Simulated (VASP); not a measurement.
# Cu12H in VASP: single point with PBE

Aim: the single point of Cu12H with PBE.

All numbers are computed with VASP 6.6.1; they aren't measurements. Logs are shortened: lines on timing, memory, paths and dates and some standing lists are left out, and cuts for length are marked.

### 1 The cell of the first run

The cell holds a slab with vacuum, 13 atoms: a = 5.132 Å, b = 5.132 Å, c = 19.028 Å, α = 90.00°, β = 90.00°, γ = 90.00°.

### 2 Single point, PBE

INCAR reads:

```
PREC = Accurate ; ENCUT = 520
EDIFF = 1E-7 ; ISMEAR = 0
SIGMA = 0.1 ; LREAL = F
LASPH = T ; NELM = 60
ALGO = Normal ; ISIF = 2
LWAVE = F ; LCHARG = F
LDIPOL = T ; IDIPOL = 3
DIPOL = 0.5 0.5 0.315 ; GGA = PE
NBANDS = 78
```

KPOINTS reads:

```
regular mesh
0
Gamma
  5 5 1
```

POSCAR reads:

```
Cu12H
1.0
    5.1319544695      0.0000000000      0.0000000000
    0.0000000000      5.1319544695      0.0000000000
    0.0000000000      0.0000000000     19.0279316189
Cu H
12 1
Direct
    0.2500000000      0.2500000000      0.2102172785
    0.2500000000      0.7500000000      0.2102172785
    0.7500000000      0.2500000000      0.2102172785
    0.7500000000      0.7500000000      0.2102172785
    0.0000000000      0.0000000000      0.3029241302
    0.0000000000      0.5000000000      0.3029241302
    0.5000000000      0.0000000000      0.3029241302
    0.5000000000      0.5000000000      0.3029241302
    0.2500000000      0.2500000000      0.3956253244
    0.2500000000      0.7500000000      0.3956253244
    0.7500000000      0.2500000000      0.3956253244
    0.7500000000      0.7500000000      0.3956253244
    0.3333333333      0.4166666667      0.4592878606
```

Potentials or basis: VASP PAW PBE potentials, release 64 (Cu, H).

Run with:

```
$ cat potpaw_PBE.64/Cu/POTCAR potpaw_PBE.64/H/POTCAR > POTCAR
$ mpirun -np 1 vasp_std > vasp.out
```

OUTCAR:

```text
PREC = Accurate
   ENCUT = 520
   EDIFF = 1E-7
   ISMEAR = 0
   LREAL = F
   LASPH = T
   NELM = 60
   ISIF = 2
   GGA = PE

 ion  position               nearest neighbor table
   1  0.250  0.250  0.210-   5 2.53   6 2.53   7 2.53   8 2.53   2 2.57   3 2.57   2 2.57   3 2.57

   2  0.250  0.750  0.210-   5 2.53   6 2.53   7 2.53   8 2.53   1 2.57   4 2.57   1 2.57   4 2.57

   3  0.750  0.250  0.210-   5 2.53   6 2.53   7 2.53   8 2.53   1 2.57   4 2.57   4 2.57   1 2.57
[... 15 lines left out ...]
  11  0.750  0.250  0.396-   5 2.53   6 2.53   7 2.53   8 2.53   9 2.57  12 2.57  12 2.57   9 2.57

  12  0.750  0.750  0.396-   5 2.53   6 2.53   7 2.53   8 2.53  10 2.57  11 2.57  11 2.57  10 2.57

  13  0.333  0.417  0.459-   9 1.54

  LATTYP: Found a simple tetragonal cell.
 ALAT       =     5.1319544695
 C/A-ratio  =     3.7077358601

  Lattice vectors:

 A1 = (   5.1319544695,   0.0000000000,   0.0000000000)
 A2 = (   0.0000000000,   5.1319544695,   0.0000000000)
 A3 = (   0.0000000000,   0.0000000000,  19.0279316189)

Analysis of symmetry for initial positions (statically):
=====================================================================
 Subroutine PRICEL returns:
 Original cell was already a primitive cell.

 Routine SETGRP: Setting up the symmetry group for a
 simple tetragonal supercell.

 Subroutine GETGRP returns: Found  1 space group operations
 (whereof  1 operations were pure point group operations)
 out of a pool of 16 trial point group operations.

The static configuration has the point symmetry C_1 .

Analysis of symmetry for dynamics (positions and initial velocities):
=====================================================================
 Subroutine PRICEL returns:
 Original cell was already a primitive cell.

 Routine SETGRP: Setting up the symmetry group for a
 simple tetragonal supercell.

 Subroutine GETGRP returns: Found  1 space group operations
 (whereof  1 operations were pure point group operations)
 out of a pool of 16 trial point group operations.

The dynamic configuration has the point symmetry C_1 .

 Subroutine INISYM returns: Found  1 space group operations
 (whereof  1 operations are pure point group operations),
 and found     1 'primitive' translations

----------------------------------------------------------------------------------------

                                     Primitive cell

  volume of cell :     501.1378

  direct lattice vectors                    reciprocal lattice vectors
     5.131954470  0.000000000  0.000000000     0.194857535  0.000000000  0.000000000
     0.000000000  5.131954470  0.000000000     0.000000000  0.194857535  0.000000000
     0.000000000  0.000000000 19.027931619     0.000000000  0.000000000  0.052554320

  length of vectors
     5.131954470  5.131954470 19.027931619     0.194857535  0.194857535  0.052554320

  position of ions in fractional coordinates (direct lattice)
     0.250000000  0.250000000  0.210217278
     0.250000000  0.750000000  0.210217278
     0.750000000  0.250000000  0.210217278
     0.750000000  0.750000000  0.210217278
     0.000000000  0.000000000  0.302924130
     0.000000000  0.500000000  0.302924130
     0.500000000  0.000000000  0.302924130
     0.500000000  0.500000000  0.302924130
     0.250000000  0.250000000  0.395625324
     0.250000000  0.750000000  0.395625324
     0.750000000  0.250000000  0.395625324
     0.750000000  0.750000000  0.395625324
     0.333333333  0.416666667  0.459287861

  ion indices of the primitive-cell ions
   primitive index   ion index
                 1           1
                 2           2
                 3           3
                 4           4
                 5           5
                 6           6
                 7           7
                 8           8
                 9           9
                10          10
                11          11
                12          12
                13          13

----------------------------------------------------------------------------------------

 KPOINTS: regular mesh

Automatic generation of k-mesh.
 Grid dimensions read from file:
 generate k-points for:    5    5    1

 Generating k-lattice:

  Cartesian coordinates                     Fractional coordinates (reciprocal lattice)
     0.038971507  0.000000000  0.000000000     0.200000000  0.000000000  0.000000000
     0.000000000  0.038971507  0.000000000     0.000000000  0.200000000  0.000000000
     0.000000000  0.000000000  0.052554320     0.000000000  0.000000000  1.000000000

  Length of vectors
     0.038971507  0.038971507  0.052554320

  Shift w.r.t. Gamma in fractional coordinates (k-lattice)
     0.000000000  0.000000000  0.000000000

 Subroutine IBZKPT returns following result:
 ===========================================

 Found     13 irreducible k-points:

 Following reciprocal coordinates:
            Coordinates               Weight
  0.000000  0.000000  0.000000      1.000000
  0.200000  0.000000  0.000000      2.000000
  0.000000  0.200000  0.000000      2.000000
  0.400000  0.000000  0.000000      2.000000
  0.000000  0.400000  0.000000      2.000000
  0.200000  0.200000  0.000000      2.000000
 -0.200000  0.200000  0.000000      2.000000
  0.400000  0.200000  0.000000      2.000000
 -0.200000  0.400000  0.000000      2.000000
 -0.400000  0.200000  0.000000      2.000000
  0.200000  0.400000  0.000000      2.000000
  0.400000  0.400000  0.000000      2.000000
 -0.400000  0.400000  0.000000      2.000000
   k-points           NKPTS =     13   k-points in BZ     NKDIM =     13   number of bands    NBANDS=     78
   number of dos      NEDOS =    301   number of ions     NIONS =     13
   total plane-waves  NPLWV = 230400
   dimension x,y,z NGX =    40 NGY =   40 NGZ =  144
   dimension x,y,z NGXF=    80 NGYF=   80 NGZF=  288
   ions per type =              12   1
   NGX,Y,Z   is equivalent  to a cutoff of  12.96, 12.96, 12.58 a.u.
   NGXF,Y,Z  is equivalent  to a cutoff of  25.92, 25.92, 25.16 a.u.
 SYSTEM =  unknown system
   PREC   = accura    normal or accurate (medium, high low for compatibility)
   ISTART =      0    job   : 0-new  1-cont  2-samecut
   ICHARG =      2    charge: 1-file 2-atom 10-const
   ISPIN  =      1    spin polarized calculation?
   LNONCOLLINEAR =      F non collinear calculations
   LSORBIT =      F    spin-orbit coupling
   LASPH  =      T    aspherical Exc in radial PAW
   ENCUT  =  520.0 eV  38.22 Ry    6.18 a.u.   9.54  9.54 35.38*2*pi/ulx,y,z
   NELM   =     60;   NELMIN=  2; NELMDL= -5     # of ELM steps
   EDIFF  = 0.1E-06   stopping-criterion for ELM
   LREAL  =      F    real-space projection
   EDIFFG = 0.1E-05   stopping-criterion for IOM
   NSW    =      0    number of steps for IOM
   IBRION =     -1    ionic relax: 0-MD 1-quasi-New 2-CG
   NFREE  =      0    steps in history (QN), initial steepest desc. (CG)
   ISIF   =      2    stress and relaxation
   ISYM   =      2    0-nonsym 1-usesym 2-fastsym
   POTIM  = 0.5000    time-step for ionic-motion
   TEBEG  =    0.0;   TEEND  =   0.0 temperature during run
   PSTRESS=    0.0 pullay stress
   NELECT =     133.0000    total number of electrons
   NUPDOWN=      -1.0000    fix difference up-down
   EMIN   =  10.00;   EMAX   =-10.00  energy-range for DOS
   EFERMI =   0.00;   METHOD = LEGACY
   ISMEAR =     0;   SIGMA  =   0.10  broadening in eV -4-tet -1-fermi 0-gaus
   EFERMI_NEDOS =   21; number of points for ismear=-14 and -15
   IALGO  =     38    algorithm
   IMIX   =      4    mixing-type and parameters
     AMIX     =   0.40;   BMIX     =  1.00
     AMIX_MAG =   1.60;   BMIX_MAG =  1.00
  volume/ion in A,a.u.               =      38.55       260.14
  Fermi-wavevector in a.u.,A,eV,Ry     =   1.052058  1.988101 15.059280  1.106826
  Thomas-Fermi vector in A             =   2.187126
   LORBIT       =      0    0 simple, 1 ext, 2 COOP (PROOUT), +10 PAW based schemes
   GGA     = PE    functional components
   LHFCALC =     F    Hartree Fock is set to
   AEXX    =    0.0000 exact exchange contribution
   IVDW    =     0    specifies the selected vdW correction
   LEPSILON=     F    determine dielectric tensor
   LRPA    =     F    only Hartree local field effects (RPA)
 non-spin polarized calculation
 Gauss-broadening in eV      SIGMA  =   0.10
  energy-cutoff  :      520.00
  volume of cell :      501.14
 maximum number of plane-waves:     13595
 NGX is ok and might be reduce to    40
   NGX = 19   NGY = 19   NGZ = 71

 dipolmoment           0.000000      0.000000     -0.000001 electrons x Angstroem

 number of electron     132.9999786 magnetization

 dipolmoment           0.000000      0.000000      0.050925 electrons x Angstroem

 Free energy of the ion-electron system (eV)
  ---------------------------------------------------
  ext. energy  EPLUGINS =         0.00000000
  ---------------------------------------------------
  free energy    TOTEN  =       -43.18428409 eV

  energy without entropy =      -43.15749545  energy(sigma->0) =      -43.17088977

 E-fermi :  -1.1911     XC(G=0):  -4.6532

 val. band max:       -1.2160434689   @ k =   0.0000   0.0000   0.0000
 cond. band min:      -1.1887217527   @ k =   0.0000   0.0000   0.0000
 fundamental gap:      0.0273217161
 Fermi energy:        -1.1910694694

 k-point     1 :       0.0000    0.0000    0.0000
  band No.  band energies     occupation
      1      -9.6059      2.00000
      2      -7.2993      2.00000
      3      -6.0898      2.00000
      4      -6.0354      2.00000
      5      -5.9717      2.00000
      6      -5.7722      2.00000
[... 1042 lines left out ...]
     77       4.6584      0.00000
     78       4.6624      0.00000

------------------------ aborting loop because EDIFF is reached ----------------------------------------

 vacuum level on the upper side and lower side of the slab       (xc-potential included)         0.066        -0.264

  FORCE on cell =-STRESS in cart. coord.  units (eV):
  Direction    XX          YY          ZZ          XY          YZ          ZX
  --------------------------------------------------------------------------------------
  -------------------------------------------------------------------------------------
  Total       -4.2942358     -4.4163109      1.3179111      0.3503080      0.6590443      0.1180002
  in kB      -13.7290124    -14.1192962      4.2134662      1.1199624      2.1070169      0.3772560
  external PRESSURE =      -7.8782808 kB  Pullay stress =       0.0000000 kB

 VOLUME and BASIS-vectors are now :
 -----------------------------------------------------------------------------
  energy-cutoff  :      520.00
  volume of cell :      501.14
      direct lattice vectors                 reciprocal lattice vectors
     5.131954470  0.000000000  0.000000000     0.194857535  0.000000000  0.000000000
     0.000000000  5.131954470  0.000000000     0.000000000  0.194857535  0.000000000
     0.000000000  0.000000000 19.027931619     0.000000000  0.000000000  0.052554320

 POSITION                                       TOTAL-FORCE (eV/Angst)
 -----------------------------------------------------------------------------------
      1.28299      1.28299      4.00000         0.019971      0.041027     -0.006817
      1.28299      3.84897      4.00000         0.016424     -0.043852     -0.039489
      3.84897      1.28299      4.00000        -0.021711      0.030856     -0.048810
      3.84897      3.84897      4.00000        -0.017979     -0.033880     -0.082203
      0.00000      0.00000      5.76402         0.127410      0.044959      0.067363
      0.00000      2.56598      5.76402        -0.104419     -0.033349     -0.172251
      2.56598      0.00000      5.76402        -0.108225     -0.037589     -0.069239
      2.56598      2.56598      5.76402         0.097118      0.033632     -0.266114
      1.28299      1.28299      7.52793        -0.083691     -0.179677      0.092123
      1.28299      3.84897      7.52793         0.076429     -0.421191      0.432901
      3.84897      1.28299      7.52793        -0.127155     -0.007047      0.134918
      3.84897      3.84897      7.52793         0.020688      0.068133     -0.044781
      1.71065      2.13831      8.73930         0.105141      0.537978      0.002400
 -----------------------------------------------------------------------------------
    total drift:                               -0.000016     -0.000055      0.001878

  FREE ENERGIE OF THE ION-ELECTRON SYSTEM (eV)
  ---------------------------------------------------
  free  energy   TOTEN  =       -43.1842840858 eV

  energy  without entropy=      -43.1574954477  energy(sigma->0) =      -43.17088977

 vacuum level on the upper side and lower side of the slab         3.661         3.318
```

Wall time 12 min (1 thread of Intel Xeon 6975P-C (Granite Rapids), shared host); peak memory 0.72 GiB.

Results:

| Quantity | Value |
| --- | --- |
| Free energy | -43.1843 eV |
| Largest force | 0.609 eV/Å |
| Band gap on the k mesh | zero (an odd number of electrons rules out a gap without spin polarisation) |

Forces in eV/Å, atoms in the order of the input:
```
Cu   0.020  0.041 -0.007
Cu   0.016 -0.044 -0.039
Cu  -0.022  0.031 -0.049
Cu  -0.018 -0.034 -0.082
Cu   0.127  0.045  0.067
Cu  -0.104 -0.033 -0.172
Cu  -0.108 -0.038 -0.069
Cu   0.097  0.034 -0.266
Cu  -0.084 -0.180  0.092
Cu   0.076 -0.421  0.433
Cu  -0.127 -0.007  0.135
Cu   0.021  0.068 -0.045
H    0.105  0.538  0.002
```
